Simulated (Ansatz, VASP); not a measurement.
**Sn: VASP beside Ansatz**

Contents of POSCAR:

```
Sn
1.0
    4.5403243833      0.0000000000      0.0000000000
   -2.2701621917      3.9320362574      0.0000000000
    0.0000000000      0.0000000000      7.4584627013
Sn
4
Direct
    0.3333333333      0.6666666667      0.0002405554
    0.6666666667      0.3333333333      0.5002405554
    0.3333333333      0.6666666667      0.3747594446
    0.6666666667      0.3333333333      0.8747594446
```

File INCAR.step1:

```
SYSTEM = Sn
  PREC = Accurate
  ENCUT = 520
  ISMEAR = -1
  SIGMA = 0.02
  LREAL = .False.
  LASPH = .True.
  NELM = 100
  NBANDS = 36
  GGA = PE
  ALGO = Normal
  EDIFF = 1E-4
  LWAVE = .True.
  LCHARG = .False.
```

INCAR.step2

```
SYSTEM = Sn
  PREC = Accurate
  ENCUT = 520
  EDIFF = 1E-6
  ISMEAR = -1
  SIGMA = 0.02
  LREAL = .False.
  LASPH = .True.
  NELM = 100
  ALGO = Normal
  ISIF = 2
  LWAVE = .False.
  LCHARG = .True.
  METAGGA = R2SCAN
  LMIXTAU = .True.
  LELF = .True.
  LVHAR = .True.
  NBANDS = 36
  ISTART = 1
```

The input KPOINTS:

```
regular mesh
0
Gamma
  6 6 4
  0 0 0
```

Input for Ansatz:

```yaml
crystal:
  lattice:
    - [4.5403243833, 0.0, 0.0]
    - [-2.2701621917, 3.9320362574, 0.0]
    - [0.0, 0.0, 7.4584627013]
  atoms:
    - { symbol: Sn, position: [0.3333333333, 0.6666666667, 0.0002405554] }
    - { symbol: Sn, position: [0.6666666667, 0.3333333333, 0.5002405554] }
    - { symbol: Sn, position: [0.3333333333, 0.6666666667, 0.3747594446] }
    - { symbol: Sn, position: [0.6666666667, 0.3333333333, 0.8747594446] }
kpoints:
  mp_grid: { grid: [6, 6, 4] }
hamiltonian:
  xc: r2scan
scf:
  occupations: { method: fermi_dirac, width: 0.02 }
  n_extra_bands: 5
output:
  forces: true
  stress: true
  eigenvalues: true
```

Alike in both runs: task single point; functional r2SCAN; k mesh 6 × 6 × 4; occupations fermi-dirac, width 0.02 eV; no spin polarisation.

```csv
,VASP,Ansatz
version,VASP 6.6.1,Ansatz 0.2.0
potentials or method,"VASP PAW PBE potentials, release 64 (Sn_d)","plane waves, PAW"
plane-wave cutoff (eV),520,500
valence electrons in the cell,56,56
```

|  | VASP | Ansatz | Ansatz less VASP |
| --- | --- | --- | --- |
| pressure (GPa) | 3.1 | 3.1 | +0.02 |
| rms of the force components (eV/Å) | 0.011 | 0.011 | -0.0005 |

VASP's potentials were made for PBE, not for r2SCAN. Atom by atom the forces differ by 0.000 eV/Å (rms over components).
